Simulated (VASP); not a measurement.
SnC3:

```
CELL_PARAMETERS angstrom
2.97889 0.00000 0.00000
0.00000 2.97889 0.00000
0.00000 0.00000 4.64352
ATOMIC_POSITIONS crystal
C 0.50000 0.00000 0.82036
C 0.50000 0.50000 0.00000
C 0.00000 0.50000 0.17964
Sn 0.00000 0.00000 0.50000
```

Program: VASP 6.6.1. Alike in all runs: task single point; potentials or basis VASP PAW PBE potentials, release 64 (C, Sn_d); no spin polarisation; cell as given; cutoff (eV) 520.

Task: Order these runs on this cell by their band gap on the k mesh, lowest first.
A. level HSE06; k mesh 4 × 4 × 4; smearing gaussian 0.01 eV; grid for exact exchange (PRECFOCK) Normal; screening parameter 0.2079 1/Å
B. level PBEsol; k mesh 6 × 6 × 4; smearing methfessel-paxton 0.05 eV
C. level PBEsol; k mesh 2 × 2 × 2; smearing gaussian 0.01 eV

Result: C (0.15 eV), B (0.32 eV), A (1.16 eV).

Caveats: some runs use coarse meshes; spin-orbit coupling is left out, which moves the levels of the heavy elements.

A k mesh can miss the band edges.
